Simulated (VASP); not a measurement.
Input of a VASP 6.6.1 run:

File POSCAR:

```
Al2Au
1.0
    0.0000000000      3.0011078147      3.0011078147
    3.0011078147      0.0000000000      3.0011078147
    3.0011078147      3.0011078147      0.0000000000
Al Au
2 1
Direct
    0.2500000000      0.2500000000      0.2500000000
    0.7500000000      0.7500000000      0.7500000000
    0.0000000000      0.0000000000      0.0000000000
```

File INCAR.step1:

```
PREC = Accurate ; ENCUT = 520
ISMEAR = 0 ; SIGMA = 0.1
LREAL = F ; LASPH = T
NELM = 60 ; NBANDS = 16
GGA = PE ; ALGO = Normal
EDIFF = 1E-4 ; LWAVE = T
LCHARG = F
```

File INCAR.step2:

```
PREC = Accurate ; ENCUT = 520
EDIFF = 1E-6 ; ISMEAR = 0
SIGMA = 0.1 ; LREAL = F
LASPH = T ; NELM = 60
ALGO = Normal ; ISIF = 2
LWAVE = F ; LCHARG = F
METAGGA = R2SCAN ; LMIXTAU = T
NBANDS = 16 ; ISTART = 1
```

File KPOINTS:

```
Automatic mesh
0
Gamma
  12 12 12
```

Potentials or basis: VASP PAW PBE potentials, release 64 (Al, Au).

The run is started by

```sh
$ cat potpaw_PBE.64/Al/POTCAR potpaw_PBE.64/Au/POTCAR > POTCAR
$ cp INCAR.step1 INCAR
$ mpirun -np 1 vasp_std > vasp.out
$ cp INCAR.step2 INCAR
$ mpirun -np 1 vasp_std > vasp.out
```

Estimate the band gap on the k mesh.

zero (an odd number of electrons rules out a gap without spin polarisation).

What does it give for the pressure?

0.1 GPa.

Caveat: the PAW data sets were made with another functional, which shifts forces and pressure a little; spin-orbit coupling is left out, which moves the levels of the heavy elements.
